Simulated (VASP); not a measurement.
Here is a VASP 6.6.1 calculation.

INCAR

```
  PREC = Accurate
  ENCUT = 520
  EDIFF = 1E-6
  ISMEAR = -1
  SIGMA = 0.04
  LREAL = F
  LASPH = T
  NELM = 60
  ALGO = Normal
  ISIF = 2
  LWAVE = F
  LCHARG = F
  GGA = PE
  NBANDS = 15
```

File KPOINTS:

```
regular mesh
0
Gamma
  4 4 3
```

POSCAR

```
HfB2
1.0
    3.1400000000      0.0000000000      0.0000000000
   -1.5700000000      2.7193197679      0.0000000000
    0.0000000000      0.0000000000      3.4800000000
Hf B
1 2
Direct
    0.0000000000      0.0000000000      0.0000000000
    0.6666666667      0.3333333333      0.5000000000
    0.3333333333      0.6666666667      0.5000000000
```

Potentials or basis: VASP PAW PBE potentials, release 64 (Hf_pv, B).

Launch:

```console
$ cat potpaw_PBE.64/Hf_pv/POTCAR potpaw_PBE.64/B/POTCAR > POTCAR
$ mpirun -np 1 vasp_std > vasp.out
```

Task: Estimate the band gap on the k mesh.

Result: Zero (band 8 reaches 8.46 eV, above the bottom of band 9 at 8.08 eV).

Task: What does it give for the pressure?

Result: 1.2 GPa.

Stress tensor (GPa, compression positive):
```
1.06 0.00 0.00
0.00 1.06 0.00
0.00 0.00 1.50
```

Caveat: the k points lie up to 0.60 Å⁻¹ apart; spin-orbit coupling is left out, which moves the levels of the heavy elements.
